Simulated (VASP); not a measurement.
# Y2TaN3 (P6/mmm) in VASP: single point with PBE

Aim: the single point of Y2TaN3 with PBE.

Everything below comes from runs of VASP 6.6.1. Logs are shortened: lines on timing, memory, paths and dates and some standing lists are left out, and cuts for length are marked.

### Step 1. The cell of the first run

The structure is hexagonal, space group P6/mmm (No. 191). Conventional cell: a = 6.016 Å, b = 6.016 Å, c = 3.117 Å, α = 90.00°, β = 90.00°, γ = 120.00°. Within 3.2 Å of Y (site symmetry -6m2) lie 6 N at 2.33 Å and 2 Y at 3.12 Å. Within 4.1 Å of Ta (site symmetry 6/mmm) lie 2 Ta at 3.12 Å and 12 N at 3.39 Å and 6 Y at 3.47 Å. Within 3.2 Å of N (site symmetry mmm) lie 4 Y at 2.33 Å and 6 N at 3.01 to 3.12 Å.

### Step 2. Single point, PBE, collinear spin, ferrimagnetic start

Contents of INCAR:

```
ALGO     = Normal         # electronic algorithm
EDIFF    = 1E-6           # SCF threshold, eV
ENCUT    = 600            # plane-wave cutoff, eV
GGA      = PE             # functional
GGA_COMPAT= F            
ISIF     = 2              # what is computed and relaxed
ISMEAR   = 0              # smearing method
ISPIN    = 2              # spin polarisation
LASPH    = T              # aspherical terms in the spheres
LCHARG   = F              # write CHGCAR
LMAXMIX  = 4              # l up to which the mixer works
LORBIT   = 11             # projections on sites
LREAL    = F              # projectors in reciprocal space
LWAVE    = F              # write WAVECAR
MAGMOM   = 0 0 1.65 -0.38 -0.38 -0.38 # initial moments
NBANDS   = 37             # bands
NELM     = 200            # most SCF steps
PREC     = Accurate       # precision mode
SIGMA    = 0.1            # smearing width, eV
```

Contents of KPOINTS:

```
k-points
0
Gamma
  6 6 12
```

Contents of POSCAR:

```
Y2TaN3
1.0
    6.0159911695      0.0000000000      0.0000000000
   -3.0079955847      5.2100011817      0.0000000000
    0.0000000000      0.0000000000      3.1169936102
Y Ta N
2 1 3
Direct
    0.3333333333      0.6666666667      0.0000000000
    0.6666666667      0.3333333333      0.0000000000
    0.0000000000      0.0000000000      0.0000000000
    0.5000000000      0.0000000000      0.5000000000
    0.5000000000      0.5000000000      0.5000000000
    0.0000000000      0.5000000000      0.5000000000
```

Potentials or basis: VASP PAW PBE potentials, release 64 (Y_sv, Ta_pv, N).

The run is started by

```
cat potpaw_PBE.64/Y_sv/POTCAR potpaw_PBE.64/Ta_pv/POTCAR potpaw_PBE.64/N/POTCAR > POTCAR
mpirun -np 1 vasp_std > vasp.out
```

OUTCAR:

```text
EDIFF = 1E-6
   ENCUT = 600
   GGA = PE
   ISIF = 2
   ISMEAR = 0
   ISPIN = 2
   LASPH = T
   LORBIT = 11
   LREAL = F
   NELM = 200
   PREC = Accurate

 ion  position               nearest neighbor table
   1  0.333  0.667  0.000-   4 2.33   4 2.33   6 2.33   6 2.33   5 2.33   5 2.33   2 3.47   3 3.47
                             2 3.47   3 3.47   3 3.47   2 3.47
   2  0.667  0.333  0.000-   4 2.33   4 2.33   6 2.33   6 2.33   5 2.33   5 2.33   1 3.47   3 3.47
                             1 3.47   3 3.47   3 3.47   1 3.47
   3  0.000  0.000  0.000-   1 3.47   2 3.47   1 3.47   2 3.47   2 3.47   1 3.47
   4  0.500  0.000  0.500-   1 2.33   2 2.33   1 2.33   2 2.33
   5  0.500  0.500  0.500-   1 2.33   2 2.33   1 2.33   2 2.33
   6  0.000  0.500  0.500-   1 2.33   2 2.33   1 2.33   2 2.33

  LATTYP: Found a hexagonal cell.
 ALAT       =     6.0159911695
 C/A-ratio  =     0.5181180494

  Lattice vectors:

 A1 = (   6.0159911695,   0.0000000000,   0.0000000000)
 A2 = (  -3.0079955847,   5.2100011817,   0.0000000000)
 A3 = (   0.0000000000,   0.0000000000,   3.1169936102)

Analysis of symmetry for initial positions (statically):
=====================================================================
 Subroutine PRICEL returns:
 Original cell was already a primitive cell.

 Routine SETGRP: Setting up the symmetry group for a
 hexagonal supercell.

 Subroutine GETGRP returns: Found 24 space group operations
 (whereof 24 operations were pure point group operations)
 out of a pool of 24 trial point group operations.

The static configuration has the point symmetry D_6h.

Analysis of symmetry for dynamics (positions and initial velocities):
=====================================================================
 Subroutine PRICEL returns:
 Original cell was already a primitive cell.

 Routine SETGRP: Setting up the symmetry group for a
 hexagonal supercell.

 Subroutine GETGRP returns: Found 24 space group operations
 (whereof 24 operations were pure point group operations)
 out of a pool of 24 trial point group operations.

The dynamic configuration has the point symmetry D_6h.

Analysis of structural, dynamic, and magnetic symmetry:
=====================================================================
 Subroutine PRICEL returns:
 Original cell was already a primitive cell.

 Routine SETGRP: Setting up the symmetry group for a
 hexagonal supercell.

 Subroutine GETGRP returns: Found 24 space group operations
 (whereof 24 operations were pure point group operations)
 out of a pool of 24 trial point group operations.

The overall configuration has the point symmetry D_6h.

 Subroutine INISYM returns: Found 24 space group operations
 (whereof 24 operations are pure point group operations),
 and found     1 'primitive' translations

----------------------------------------------------------------------------------------

                                     Primitive cell

  volume of cell :      97.6969

  direct lattice vectors                    reciprocal lattice vectors
     6.015991170  0.000000000  0.000000000     0.166223648  0.095969268  0.000000000
    -3.007995585  5.210001182  0.000000000     0.000000000  0.191938536  0.000000000
     0.000000000  0.000000000  3.116993610     0.000000000  0.000000000  0.320821960

  length of vectors
     6.015991170  6.015991169  3.116993610     0.191938536  0.191938536  0.320821960

  position of ions in fractional coordinates (direct lattice)
     0.333333333  0.666666667  0.000000000
     0.666666667  0.333333333  0.000000000
     0.000000000  0.000000000  0.000000000
     0.500000000  0.000000000  0.500000000
     0.500000000  0.500000000  0.500000000
     0.000000000  0.500000000  0.500000000

  ion indices of the primitive-cell ions
   primitive index   ion index
                 1           1
                 2           2
                 3           3
                 4           4
                 5           5
                 6           6

----------------------------------------------------------------------------------------

 KPOINTS: k-points

Automatic generation of k-mesh.
 Grid dimensions read from file:
 generate k-points for:    6    6   12

 Generating k-lattice:

  Cartesian coordinates                     Fractional coordinates (reciprocal lattice)
     0.027703941  0.015994878  0.000000000     0.166666667  0.000000000  0.000000000
     0.000000000  0.031989756  0.000000000     0.000000000  0.166666667  0.000000000
     0.000000000  0.000000000  0.026735163     0.000000000  0.000000000  0.083333333

  Length of vectors
     0.031989756  0.031989756  0.026735163

  Shift w.r.t. Gamma in fractional coordinates (k-lattice)
     0.000000000  0.000000000  0.000000000

 Subroutine IBZKPT returns following result:
 ===========================================

 Found     49 irreducible k-points:

 Following reciprocal coordinates:
            Coordinates               Weight
  0.000000  0.000000  0.000000      1.000000
  0.166667  0.000000  0.000000      6.000000
  0.333333  0.000000  0.000000      6.000000
  0.500000  0.000000  0.000000      3.000000
  0.166667  0.166667  0.000000      6.000000
  0.333333  0.166667  0.000000     12.000000
[... 16 lines left out ...]
  0.166667  0.000000  0.250000     12.000000
  0.333333  0.000000  0.250000     12.000000
 [... further k-points ...]
   k-points           NKPTS =     49   k-points in BZ     NKDIM =     49   number of bands    NBANDS=     37
   number of dos      NEDOS =    301   number of ions     NIONS =      6
   total plane-waves  NPLWV =  64512
   dimension x,y,z NGX =    48 NGY =   48 NGZ =   28
   dimension x,y,z NGXF=    96 NGYF=   96 NGZF=   56
   ions per type =               2   1   3
   NGX,Y,Z   is equivalent  to a cutoff of  13.26, 13.26, 14.93 a.u.
   NGXF,Y,Z  is equivalent  to a cutoff of  26.53, 26.53, 29.87 a.u.
 SYSTEM =  unknown system
   PREC   = accura    normal or accurate (medium, high low for compatibility)
   ISTART =      0    job   : 0-new  1-cont  2-samecut
   ICHARG =      2    charge: 1-file 2-atom 10-const
   ISPIN  =      2    spin polarized calculation?
   LNONCOLLINEAR =      F non collinear calculations
   LSORBIT =      F    spin-orbit coupling
   LASPH  =      T    aspherical Exc in radial PAW
   ENCUT  =  600.0 eV  44.10 Ry    6.64 a.u.  12.02 12.02  6.23*2*pi/ulx,y,z
   NELM   =    200;   NELMIN=  2; NELMDL= -5     # of ELM steps
   EDIFF  = 0.1E-05   stopping-criterion for ELM
   LREAL  =      F    real-space projection
   EDIFFG = 0.1E-04   stopping-criterion for IOM
   NSW    =      0    number of steps for IOM
   IBRION =     -1    ionic relax: 0-MD 1-quasi-New 2-CG
   NFREE  =      0    steps in history (QN), initial steepest desc. (CG)
   ISIF   =      2    stress and relaxation
   ISYM   =      2    0-nonsym 1-usesym 2-fastsym
   POTIM  = 0.5000    time-step for ionic-motion
   TEBEG  =    0.0;   TEEND  =   0.0 temperature during run
   PSTRESS=    0.0 pullay stress
   NELECT =      48.0000    total number of electrons
   NUPDOWN=      -1.0000    fix difference up-down
   EMIN   =  10.00;   EMAX   =-10.00  energy-range for DOS
   EFERMI =   0.00;   METHOD = LEGACY
   ISMEAR =     0;   SIGMA  =   0.10  broadening in eV -4-tet -1-fermi 0-gaus
   EFERMI_NEDOS =   21; number of points for ismear=-14 and -15
   IALGO  =     38    algorithm
   IMIX   =      4    mixing-type and parameters
     AMIX     =   0.40;   BMIX     =  1.00
     AMIX_MAG =   1.60;   BMIX_MAG =  1.00
  volume/ion in A,a.u.               =      16.28       109.88
  Fermi-wavevector in a.u.,A,eV,Ry     =   1.291799  2.441146 22.704649  1.668745
  Thomas-Fermi vector in A             =   2.423547
   LORBIT       =     11    0 simple, 1 ext, 2 COOP (PROOUT), +10 PAW based schemes
   GGA     = PE    functional components
   LHFCALC =     F    Hartree Fock is set to
   AEXX    =    0.0000 exact exchange contribution
   IVDW    =     0    specifies the selected vdW correction
   LEPSILON=     F    determine dielectric tensor
   LRPA    =     F    only Hartree local field effects (RPA)
 spin polarized calculation
 Gauss-broadening in eV      SIGMA  =   0.10
  energy-cutoff  :      600.00
  volume of cell :       97.70
 maximum number of plane-waves:      3277
   NGX = 25   NGY = 25   NGZ = 13

 number of electron      48.0000001 magnetization       0.1111319

 number of electron      48.0000000 magnetization      -0.0011715

 Free energy of the ion-electron system (eV)
  ---------------------------------------------------
  ext. energy  EPLUGINS =         0.00000000
  ---------------------------------------------------
  free energy    TOTEN  =       -48.48873106 eV

  energy without entropy =      -48.46169917  energy(sigma->0) =      -48.47521512

 E-fermi :   3.2718     XC(G=0): -10.8649

 val. band max:        3.2467665170   @ k =   0.1667   0.0000   0.0833
 cond. band min:       3.2765569765   @ k =   0.1667   0.1667   0.0000
 fundamental gap:      0.0297904596
 Fermi energy:         3.2718443642

 spin component 1

 k-point     1 :       0.0000    0.0000    0.0000
  band No.  band energies     occupation
      1     -36.6513      1.00000
      2     -36.5827      1.00000
      3     -32.5783      1.00000
      4     -32.5783      1.00000
      5     -32.0164      1.00000
      6     -17.3312      1.00000
[... 28 lines left out ...]
     35       9.6068      0.00000
     36      10.4056      0.00000
[... 866 lines left out ...]
      6     -17.1500      1.00000
[... 28 lines left out ...]
     35      10.1533      0.00000
     36      11.1419      0.00000

 [... further k-points ...]

 spin component 2

 k-point     1 :       0.0000    0.0000    0.0000
  band No.  band energies     occupation
      1     -36.6512      1.00000
      2     -36.5827      1.00000
      3     -32.5785      1.00000
      4     -32.5785      1.00000
      5     -32.0169      1.00000
      6     -17.3312      1.00000
[... 28 lines left out ...]
     35       9.6069      0.00000
     36      10.4055      0.00000
[... 866 lines left out ...]
      6     -17.1500      1.00000
[... 28 lines left out ...]
     35      10.1533      0.00000
     36      11.1419      0.00000

 [... further k-points ...]

 [bands above 36 left out]

------------------------ aborting loop because EDIFF is reached ----------------------------------------

  FORCE on cell =-STRESS in cart. coord.  units (eV):
  Direction    XX          YY          ZZ          XY          YZ          ZX
  --------------------------------------------------------------------------------------
  -------------------------------------------------------------------------------------
  Total       -0.4531412     -0.4531412     -1.4073147     -0.0000000     -0.0000000      0.0000000
  in kB       -7.4312726     -7.4312726    -23.0792070     -0.0000000     -0.0000000      0.0000000
  external PRESSURE =     -12.6472507 kB  Pullay stress =       0.0000000 kB

 VOLUME and BASIS-vectors are now :
 -----------------------------------------------------------------------------
  energy-cutoff  :      600.00
  volume of cell :       97.70
      direct lattice vectors                 reciprocal lattice vectors
     6.015991170  0.000000000  0.000000000     0.166223648  0.095969268  0.000000000
    -3.007995585  5.210001182  0.000000000     0.000000000  0.191938536  0.000000000
     0.000000000  0.000000000  3.116993610     0.000000000  0.000000000  0.320821960

 POSITION                                       TOTAL-FORCE (eV/Angst)
 -----------------------------------------------------------------------------------
     -0.00000      3.47333      0.00000        -0.000000      0.000000      0.000000
      3.00800      1.73667      0.00000         0.000000      0.000000      0.000000
      0.00000      0.00000      0.00000        -0.000000      0.000000      0.000000
      3.00800      0.00000      1.55850        -0.000000      0.000000      0.000000
      1.50400      2.60500      1.55850        -0.000000      0.000000      0.000000
     -1.50400      2.60500      1.55850        -0.000000      0.000000      0.000000
 -----------------------------------------------------------------------------------
    total drift:                               -0.000000      0.000000     -0.000000

  FREE ENERGIE OF THE ION-ELECTRON SYSTEM (eV)
  ---------------------------------------------------
  free  energy   TOTEN  =       -48.4887310592 eV

  energy  without entropy=      -48.4616991727  energy(sigma->0) =      -48.47521512

 total charge

# of ion       s       p       d       f       tot
--------------------------------------------------
    1        2.212   6.598   1.265   0.129  10.204
    2        2.212   6.598   1.265   0.129  10.204
    3        0.358   5.996   2.050   0.000   8.405
    4        1.290   2.284   0.000   0.000   3.574
    5        1.290   2.284   0.000   0.000   3.574
    6        1.290   2.284   0.000   0.000   3.574
--------------------------------------------------
tot          8.653  26.044   4.581   0.257  39.535

 magnetization (x)

# of ion       s       p       d       f       tot
--------------------------------------------------
    1        0.000  -0.000   0.000  -0.000   0.000
    2        0.000  -0.000   0.000  -0.000   0.000
    3       -0.000  -0.000  -0.000   0.000  -0.000
    4        0.000  -0.000   0.000   0.000  -0.000
    5        0.000  -0.000   0.000   0.000  -0.000
    6        0.000  -0.000   0.000   0.000  -0.000
--------------------------------------------------
tot          0.000  -0.000  -0.000  -0.000  -0.000
```

Wall time 23 min (1 thread of Oxide Virtual Turin-like, shared host); peak memory 0.49 GiB.

What came out:

| Item | Value |
| --- | --- |
| Free energy | -48.4887 eV |
| Pressure | -1.3 GPa |
| Band gap on the k mesh | zero (filled and empty bands overlap) |
| Net moment | 0.00 μB per cell |
| Valence electrons inside the program's atomic spheres | Y 10.20; Ta 8.40; N 3.57 |

Caveat: spin-orbit coupling is left out, which moves the levels of the heavy elements.

The gap in the log of VASP goes by the Fermi energy; the results here count the filled bands.